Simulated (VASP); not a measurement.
# Hf (P6_3/mmc) in VASP: relaxation of cell and atoms with PBE

Aim: the relaxation of cell and atoms of Hf with PBE.

Everything below comes from runs of VASP 6.6.1. Logs are shortened: lines on timing, memory, paths and dates and some standing lists are left out, and cuts for length are marked.

## (1) The cell of the first run

It takes space group P6_3/mmc (No. 194, hexagonal). Conventional cell: a = 3.204 Å, b = 3.204 Å, c = 5.094 Å, α = 90.00°, β = 90.00°, γ = 120.00°. Hf (site symmetry -6m2) has 12 Hf at 3.15 to 3.20 Å within 4.1 Å.

## (2) Relaxation of cell and atoms, PBE

INCAR reads:

```
SYSTEM = Hf
ALGO = Fast
EDIFF = 1E-6
EDIFFG = -0.01
ENCUT = 600
GGA = PE
IBRION = 2
ISIF = 3
ISMEAR = 0
LASPH = .TRUE.
LCHARG = .FALSE.
LREAL = .FALSE.
LWAVE = .FALSE.
NELM = 80
NSW = 80
PREC = Accurate
SIGMA = 0.1
```

KPOINTS reads:

```
k-points
0
G
  18 18 8
  0 0 0
```

POSCAR reads:

```
Hf
1.0
    3.2037250273      0.0000000000      0.0000000000
   -1.6018625136      2.7745072604      0.0000000000
    0.0000000000      0.0000000000      5.0935769126
Hf
2
Direct
    0.3333333333      0.6666666667      0.2500000000
    0.6666666667      0.3333333333      0.7500000000
```

Potentials or basis: VASP PAW PBE potentials, release 64 (Hf_pv).

Launch:

```sh
$ cat potpaw_PBE.64/Hf_pv/POTCAR > POTCAR
$ mpirun -np 1 vasp_std > vasp.out
```

OUTCAR:

```text
SYSTEM = Hf
   EDIFF = 1E-6
   EDIFFG = -0.01
   ENCUT = 600
   GGA = PE
   IBRION = 2
   ISIF = 3
   ISMEAR = 0
   LASPH = .TRUE.
   LREAL = .FALSE.
   NELM = 80
   NSW = 80
   PREC = Accurate

 ion  position               nearest neighbor table
   1  0.333  0.667  0.250-   2 3.15   2 3.15   2 3.15   2 3.15   2 3.15   2 3.15
   2  0.667  0.333  0.750-   1 3.15   1 3.15   1 3.15   1 3.15   1 3.15   1 3.15

  LATTYP: Found a hexagonal cell.
 ALAT       =     3.2037250273
 C/A-ratio  =     1.5898920379

  Lattice vectors:

 A1 = (   3.2037250273,   0.0000000000,   0.0000000000)
 A2 = (  -1.6018625136,   2.7745072604,   0.0000000000)
 A3 = (   0.0000000000,   0.0000000000,   5.0935769126)

Analysis of symmetry for initial positions (statically):
=====================================================================
 Subroutine PRICEL returns:
 Original cell was already a primitive cell.

 Routine SETGRP: Setting up the symmetry group for a
 hexagonal supercell.

 Subroutine GETGRP returns: Found 24 space group operations
 (whereof 12 operations were pure point group operations)
 out of a pool of 24 trial point group operations.

The static configuration has the point symmetry D_3d.
 The point group associated with its full space group is D_6h.

Analysis of symmetry for dynamics (positions and initial velocities):
=====================================================================
 Subroutine PRICEL returns:
 Original cell was already a primitive cell.

 Routine SETGRP: Setting up the symmetry group for a
 hexagonal supercell.

 Subroutine GETGRP returns: Found 24 space group operations
 (whereof 12 operations were pure point group operations)
 out of a pool of 24 trial point group operations.

The dynamic configuration has the point symmetry D_3d.
 The point group associated with its full space group is D_6h.

 Subroutine INISYM returns: Found 24 space group operations
 (whereof 12 operations are pure point group operations),
 and found     1 'primitive' translations

----------------------------------------------------------------------------------------

                                     Primitive cell

  volume of cell :      45.2756

  direct lattice vectors                    reciprocal lattice vectors
     3.203725027  0.000000000  0.000000000     0.312136651  0.180212179  0.000000000
    -1.601862514  2.774507260  0.000000000     0.000000000  0.360424359  0.000000000
     0.000000000  0.000000000  5.093576913     0.000000000  0.000000000  0.196325690

  length of vectors
     3.203725027  3.203725027  5.093576913     0.360424359  0.360424359  0.196325690

  position of ions in fractional coordinates (direct lattice)
     0.333333333  0.666666667  0.250000000
     0.666666667  0.333333333  0.750000000

  ion indices of the primitive-cell ions
   primitive index   ion index
                 1           1
                 2           2

----------------------------------------------------------------------------------------

 KPOINTS: k-points

Automatic generation of k-mesh.
 Grid dimensions read from file:
 generate k-points for:   18   18    8

 Generating k-lattice:

  Cartesian coordinates                     Fractional coordinates (reciprocal lattice)
     0.017340925  0.010011788  0.000000000     0.055555556 -0.000000000  0.000000000
     0.000000000  0.020023575  0.000000000     0.000000000  0.055555556  0.000000000
     0.000000000  0.000000000  0.024540711     0.000000000  0.000000000  0.125000000

  Length of vectors
     0.020023575  0.020023575  0.024540711

  Shift w.r.t. Gamma in fractional coordinates (k-lattice)
     0.000000000  0.000000000  0.000000000

 Subroutine IBZKPT returns following result:
 ===========================================

 Found    185 irreducible k-points:

 Following reciprocal coordinates:
            Coordinates               Weight
  0.000000  0.000000  0.000000      1.000000
  0.055556  0.000000  0.000000      6.000000
  0.111111  0.000000  0.000000      6.000000
  0.166667  0.000000  0.000000      6.000000
  0.222222  0.000000  0.000000      6.000000
  0.277778  0.000000  0.000000      6.000000
[... 16 lines left out ...]
  0.333333  0.111111  0.000000     12.000000
  0.388889  0.111111  0.000000     12.000000
 [... further k-points ...]
   k-points           NKPTS =    185   k-points in BZ     NKDIM =    185   number of bands    NBANDS=     14
   number of dos      NEDOS =    301   number of ions     NIONS =      2
   total plane-waves  NPLWV =  32928
   dimension x,y,z NGX =    28 NGY =   28 NGZ =   42
   dimension x,y,z NGXF=    56 NGYF=   56 NGZF=   84
   ions per type =               2
   NGX,Y,Z   is equivalent  to a cutoff of  14.53, 14.53, 13.71 a.u.
   NGXF,Y,Z  is equivalent  to a cutoff of  29.06, 29.06, 27.42 a.u.
 SYSTEM =  Hf
   PREC   = accura    normal or accurate (medium, high low for compatibility)
   ISTART =      0    job   : 0-new  1-cont  2-samecut
   ICHARG =      2    charge: 1-file 2-atom 10-const
   ISPIN  =      1    spin polarized calculation?
   LNONCOLLINEAR =      F non collinear calculations
   LSORBIT =      F    spin-orbit coupling
   LASPH  =      T    aspherical Exc in radial PAW
   ENCUT  =  600.0 eV  44.10 Ry    6.64 a.u.   6.40  6.40 10.17*2*pi/ulx,y,z
   NELM   =     80;   NELMIN=  2; NELMDL= -5     # of ELM steps
   EDIFF  = 0.1E-05   stopping-criterion for ELM
   LREAL  =      F    real-space projection
   EDIFFG = -.1E-01   stopping-criterion for IOM
   NSW    =     80    number of steps for IOM
   IBRION =      2    ionic relax: 0-MD 1-quasi-New 2-CG
   NFREE  =      1    steps in history (QN), initial steepest desc. (CG)
   ISIF   =      3    stress and relaxation
   ISYM   =      2    0-nonsym 1-usesym 2-fastsym
   POTIM  = 0.5000    time-step for ionic-motion
   TEBEG  =    0.0;   TEEND  =   0.0 temperature during run
   PSTRESS=    0.0 pullay stress
   NELECT =      20.0000    total number of electrons
   NUPDOWN=      -1.0000    fix difference up-down
   EMIN   =  10.00;   EMAX   =-10.00  energy-range for DOS
   EFERMI =   0.00;   METHOD = LEGACY
   ISMEAR =     0;   SIGMA  =   0.10  broadening in eV -4-tet -1-fermi 0-gaus
   EFERMI_NEDOS =   21; number of points for ismear=-14 and -15
   IALGO  =     68    algorithm
   IMIX   =      4    mixing-type and parameters
     AMIX     =   0.40;   BMIX     =  1.00
     AMIX_MAG =   1.60;   BMIX_MAG =  1.00
  volume/ion in A,a.u.               =      22.64       152.77
  Fermi-wavevector in a.u.,A,eV,Ry     =   1.246800  2.356111 21.150400  1.554511
  Thomas-Fermi vector in A             =   2.380961
   LORBIT       =      0    0 simple, 1 ext, 2 COOP (PROOUT), +10 PAW based schemes
   GGA     = PE    functional components
   LHFCALC =     F    Hartree Fock is set to
   AEXX    =    0.0000 exact exchange contribution
   IVDW    =     0    specifies the selected vdW correction
   LEPSILON=     F    determine dielectric tensor
   LRPA    =     F    only Hartree local field effects (RPA)
 conjugate gradient relaxation of ions
 non-spin polarized calculation
 RMM-DIIS sequential band-by-band and
 Gauss-broadening in eV      SIGMA  =   0.10
  energy-cutoff  :      600.00
  volume of cell :       45.28
 maximum number of plane-waves:      1538
 NGX is ok and might be reduce to    28
   NGX = 13   NGY = 13   NGZ = 21

--------------------------------------- Ionic step        1  -------------------------------------------

 number of electron      20.0000003 magnetization

 Free energy of the ion-electron system (eV)
  ---------------------------------------------------
  ext. energy  EPLUGINS =         0.00000000
  ---------------------------------------------------
  free energy    TOTEN  =       -19.85317935 eV

  energy without entropy =      -19.84619993  energy(sigma->0) =      -19.84968964

------------------------ aborting loop because EDIFF is reached ----------------------------------------

  FORCE on cell =-STRESS in cart. coord.  units (eV):
  Direction    XX          YY          ZZ          XY          YZ          ZX
  --------------------------------------------------------------------------------------
  -------------------------------------------------------------------------------------
  Total       -0.1931914     -0.1931914     -0.4103337     -0.0000000      0.0000000      0.0000000
  in kB       -6.8365082     -6.8365082    -14.5205731     -0.0000000      0.0000000      0.0000000
  external PRESSURE =      -9.3978632 kB  Pullay stress =       0.0000000 kB

 VOLUME and BASIS-vectors are now :
 -----------------------------------------------------------------------------
  energy-cutoff  :      600.00
  volume of cell :       45.28
      direct lattice vectors                 reciprocal lattice vectors
     3.203725027  0.000000000  0.000000000     0.312136651  0.180212179  0.000000000
    -1.601862514  2.774507260  0.000000000     0.000000000  0.360424359  0.000000000
     0.000000000  0.000000000  5.093576913     0.000000000  0.000000000  0.196325690
[... 109 lines left out ...]
 POSITION                                       TOTAL-FORCE (eV/Angst)
 -----------------------------------------------------------------------------------
     -0.00000      1.84743      1.26525        -0.000000      0.000000      0.000000
      1.59992      0.92372      3.79574         0.000000     -0.000000      0.000000
 -----------------------------------------------------------------------------------
    total drift:                               -0.000000      0.000000     -0.000000

  FREE ENERGIE OF THE ION-ELECTRON SYSTEM (eV)
  ---------------------------------------------------
  free  energy   TOTEN  =       -19.8547517236 eV

  energy  without entropy=      -19.8478551978  energy(sigma->0) =      -19.85130346

--------------------------------------- Ionic step        5  -------------------------------------------

 number of electron      20.0000002 magnetization

 Free energy of the ion-electron system (eV)
  ---------------------------------------------------
  ext. energy  EPLUGINS =         0.00000000
  ---------------------------------------------------
  free energy    TOTEN  =       -19.85475360 eV

  energy without entropy =      -19.84784018  energy(sigma->0) =      -19.85129689

 E-fermi :   4.9083     XC(G=0): -11.2685

 val. band max:        4.9056530124   @ k =   0.2778   0.2778   0.2500
 cond. band min:       4.9146057030   @ k =   0.1667   0.0000   0.1250
 fundamental gap:      0.0089526906
 Fermi energy:         4.9083492915

 k-point     1 :       0.0000    0.0000    0.0000
  band No.  band energies     occupation
      1     -26.1839      2.00000
      2     -25.4481      2.00000
      3     -25.4481      2.00000
      4     -25.3241      2.00000
      5     -25.3207      2.00000
      6     -25.3207      2.00000
      7      -2.4740      2.00000
      8       1.2005      2.00000
      9       5.5376      0.00000
     10       6.0728      0.00000
     11       6.0728      0.00000
     12       6.3649      0.00000
     13       6.8939      0.00000
     14       6.8940      0.00000

 k-point     2 :       0.0556    0.0000    0.0000
  band No.  band energies     occupation
      1     -26.1760      2.00000
      2     -25.4650      2.00000
      3     -25.4538      2.00000
      4     -25.3386      2.00000
      5     -25.3278      2.00000
      6     -25.3229      2.00000
      7      -2.3806      2.00000
      8       1.2930      2.00000
      9       5.4117      0.00000
     10       5.7915      0.00000
[... 362 lines left out ...]
 k-point    24 :       0.3889    0.1111    0.0000
  band No.  band energies     occupation
      1     -25.9732      2.00000
      2     -25.8341      2.00000
      3     -25.8229      2.00000
      4     -25.6483      2.00000
      5     -25.5419      2.00000
      6     -25.4488      2.00000
      7       1.6096      2.00000
      8       2.5275      2.00000
      9       2.7703      2.00000
     10       3.9402      2.00000
     11       5.4898      0.00000
     12       5.7937      0.00000
     13       6.5097      0.00000
     14       9.9663      0.00000

 [... further k-points ...]

------------------------ aborting loop because EDIFF is reached ----------------------------------------

  FORCE on cell =-STRESS in cart. coord.  units (eV):
  Direction    XX          YY          ZZ          XY          YZ          ZX
  --------------------------------------------------------------------------------------
  -------------------------------------------------------------------------------------
  Total       -0.0037683     -0.0037683      0.0095629     -0.0000000      0.0000000      0.0000000
  in kB       -0.1345002     -0.1345002      0.3413225     -0.0000000      0.0000000      0.0000000
  external PRESSURE =       0.0241074 kB  Pullay stress =       0.0000000 kB

 VOLUME and BASIS-vectors are now :
 -----------------------------------------------------------------------------
  energy-cutoff  :      600.00
  volume of cell :       44.89
      direct lattice vectors                 reciprocal lattice vectors
     3.201227202 -0.000000000 -0.000000000     0.312380202  0.180352794 -0.000000000
    -1.600613601  2.772344080 -0.000000000     0.000000000  0.360705587 -0.000000000
     0.000000000  0.000000000  5.057903911     0.000000000  0.000000000  0.197710359

 POSITION                                       TOTAL-FORCE (eV/Angst)
 -----------------------------------------------------------------------------------
     -0.00000      1.84823      1.26448         0.000000      0.000000      0.000000
      1.60061      0.92411      3.79343        -0.000000     -0.000000      0.000000
 -----------------------------------------------------------------------------------
    total drift:                               -0.000000      0.000000     -0.000000

  FREE ENERGIE OF THE ION-ELECTRON SYSTEM (eV)
  ---------------------------------------------------
  free  energy   TOTEN  =       -19.8547535988 eV

  energy  without entropy=      -19.8478401842  energy(sigma->0) =      -19.85129689

 reached required accuracy - stopping structural energy minimisation
```

Run time: 12 min. Hardware: 1 thread of Intel Xeon 8259CL, shared host; peak memory 0.29 GiB.

Results:

```yaml
Free_energy: -19.8548 eV
Relaxed_volume: 22.44 Å³/atom
Relaxed_cell: a = 3.201 Å, b = 3.201 Å, c = 5.058 Å, α = 90.00°, β = 90.00°, γ = 120.00°
Space_group_after_relaxing_to_0.1_Å: P6_3/mmc (No. 194)
Energy_gained_by_relaxing: 0.8 meV/atom
Ionic_steps: 5
Pressure_after_relaxing: 0.0 GPa
Band_gap_on_the_k_mesh: zero (bands 10 and 11 overlap by 1.59 eV)
```

The path:
| step | energy change (eV) | largest force (eV/Å) | pressure (GPa) | volume (Å³) |
| --- | --- | --- | --- | --- |
| 1 | 0.0000 | 0.0000 | -0.94 | 45.28 |
| 2 | 0.0001 | 0.0000 | 1.20 | 44.41 |
| 3 | -0.0014 | 0.0000 | 0.08 | 44.85 |
| 4 | -0.0016 | 0.0000 | 0.04 | 44.88 |
| 5 | -0.0016 | 0.0000 | 0.00 | 44.89 |

Final structure:
```xyz
2
Lattice="3.2012 0.0000 0.0000 -1.6006 2.7723 0.0000 0.0000 0.0000 5.0579" Properties=species:S:1:pos:R:3 pbc="T T T"
Hf    0.0000    1.8482    1.2645
Hf    1.6006    0.9241    3.7934
```

Levels at points of the mesh, in eV from the Fermi level:
| k point | band 6 | band 7 | band 8 | band 9 | band 10 | band 11 | band 12 | band 13 | band 14 |
| --- | --- | --- | --- | --- | --- | --- | --- | --- | --- |
| (0.00, 0.00, 0.00) | -30.23 | -7.38 | -3.71 | 0.63 | 1.16 | 1.16 | 1.46 | 1.99 | 1.99 |
| (0.50, 0.00, 0.00) | -30.32 | -3.36 | -2.75 | -2.23 | -0.83 | 0.77 | 0.86 | 1.67 | 5.85 |
| (0.00, 0.00, 0.50) | -30.29 | -5.41 | -5.41 | 0.14 | 0.14 | 1.05 | 1.05 | 1.05 | 1.05 |
| (0.50, 0.00, 0.50) | -30.42 | -3.41 | -3.41 | -0.99 | -0.99 | 1.15 | 1.15 | 2.62 | 2.62 |

Caveat: spin-orbit coupling is left out, which moves the levels of the heavy elements.
